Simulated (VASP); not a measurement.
Here is a VASP 6.6.1 calculation.

Contents of INCAR:

```
SYSTEM = NaI
PREC = Accurate ; ENCUT = 520
EDIFF = 1E-6 ; ISMEAR = -1
SIGMA = 0.02 ; LREAL = .FALSE.
LASPH = .TRUE. ; NELM = 80
ALGO = Normal ; ISIF = 2
LWAVE = .FALSE. ; LCHARG = .FALSE.
NBANDS = 14
```

The input KPOINTS:

```
Automatic mesh
0
G
  6 6 6
  0 0 0
```

File POSCAR:

```
NaI
1.0
    0.0000000000      3.4471655056      3.4471655056
    3.4471655056      0.0000000000      3.4471655056
    3.4471655056      3.4471655056      0.0000000000
Na I
1 1
Direct
    0.0000000000      0.0000000000      0.0000000000
    0.2500000000      0.2500000000      0.2500000000
```

Potentials or basis: VASP PAW LDA potentials, release 64 (Na_pv, I).

Launch:

```sh
$ cat potpaw_LDA.64/Na_pv/POTCAR potpaw_LDA.64/I/POTCAR > POTCAR
$ mpirun -np 1 vasp_std > vasp.out
```

Problem. Estimate the band gap on the k mesh.

Solution. 3.63 eV, direct.

Problem. Estimate the pressure.

Solution. 0.0 GPa.

Caveat: spin-orbit coupling is left out, which moves the levels of the heavy elements. A hybrid or GW would open this gap; LDA tends to underestimate it.
